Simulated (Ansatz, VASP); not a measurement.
**Two plane-wave programs on SnO**

File INCAR:

```
PREC = Accurate ; ENCUT = 520
EDIFF = 1E-7 ; ISMEAR = 0
SIGMA = 0.15 ; LREAL = False
LASPH = True ; NELM = 60
ALGO = Normal ; ISIF = 2
LWAVE = False ; LCHARG = True
GGA = CA ; LELF = True
LVHAR = True ; NBANDS = 28
```

KPOINTS

```
Automatic mesh
0
Gamma
  10 10 8
```

POSCAR

```
SnO
1.0
    3.6790000000      0.0000000000      0.0000000000
    0.0000000000      3.6790000000      0.0000000000
    0.0000000000      0.0000000000      4.6553197995
Sn O
2 2
Direct
    0.0000000000      0.5000000000      0.2457459271
    0.5000000000      0.0000000000      0.7542540729
    0.0000000000      0.0000000000      0.0000000000
    0.5000000000      0.5000000000      0.0000000000
```

Input for Ansatz:

```yaml
crystal:
  lattice:
    - [3.679, 0.0, 0.0]
    - [0.0, 3.679, 0.0]
    - [0.0, 0.0, 4.6553197995]
  atoms:
    - { symbol: Sn, position: [0.0, 0.5, 0.2457459271] }
    - { symbol: Sn, position: [0.5, 0.0, 0.7542540729] }
    - { symbol: O, position: [0.0, 0.0, 0.0] }
    - { symbol: O, position: [0.5, 0.5, 0.0] }
basis:
  ecutwfc: 520.0
kpoints:
  mp_grid: { grid: [10, 10, 8] }
hamiltonian:
  xc: lda
scf:
  occupations: { method: gaussian, width: 0.15 }
output:
  forces: true
  stress: true
  eigenvalues: true
```

Alike in both runs: task single point; functional LDA; k mesh 10 × 10 × 8; occupations gaussian, width 0.15 eV; no spin polarisation.

|  | VASP | Ansatz |
| --- | --- | --- |
| version | VASP 6.6.1 | Ansatz 0.2.0 |
| potentials or method | VASP PAW LDA potentials, release 64 (Sn_d, O), cutoff 520 eV | scalar-relativistic, plane waves, PAW |
| valence electrons in the cell | 40 | 40 |

|  | VASP | Ansatz | Ansatz less VASP |
| --- | --- | --- | --- |
| gap on the k mesh at the Fermi level (eV) | none | none | - |
| pressure (GPa) | 6.5 | 6.0 | -0.53 |
| traceless stress, the component that is largest in VASP (GPa) | -2.11 | -2.13 | -0.023 |
| rms of the force components (eV/Å) | 0.317 | 0.260 | -0.0572 |

LDA's correlation is that of Perdew and Zunger in VASP and of Perdew and Wang (1992) in Ansatz. Atom by atom the forces differ by 0.057 eV/Å (rms over components). A gap of «none» marks a metal or a gap that the smearing closes.
